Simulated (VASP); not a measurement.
A run of VASP 6.6.1 is set up as follows.

INCAR

```
SYSTEM = CaO
PREC = Accurate
ENCUT = 520
EDIFF = 1E-6
ISMEAR = 0
SIGMA = 0.01
LREAL = .False.
LASPH = .True.
NELM = 100
ALGO = Normal
ISIF = 2
LWAVE = .False.
LCHARG = .True.
LELF = .True.
LVHAR = .True.
NBANDS = 15
```

File KPOINTS:

```
regular mesh
0
Gamma
  8 8 8
  0 0 0
```

File POSCAR:

```
CaO
1.0
    2.3068708221      2.3068708221      0.0000000000
   -2.3068708221      2.3068708221      0.0000000000
    0.0000000000      2.3068708221      2.3778783292
Ca O
1 1
Direct
    0.0000000000      0.0000000000      0.0000000000
    0.5000000000      0.5000000000      0.0000000000
```

Potentials or basis: VASP PAW LDA potentials, release 64 (Ca_sv, O).

Run with:

```bash
$ cat potpaw_LDA.64/Ca_sv/POTCAR potpaw_LDA.64/O/POTCAR > POTCAR
$ mpirun -np 1 vasp_std > vasp.out
```

(1) Predict the pressure.

(2) What does it give for the band gap on the k mesh?

Results:

(1) 5.6 GPa.

(2) 3.33 eV, indirect (least direct gap 3.68 eV).

Caveat: the cell differs from its parent crystal (film at in-plane strain -0.02).
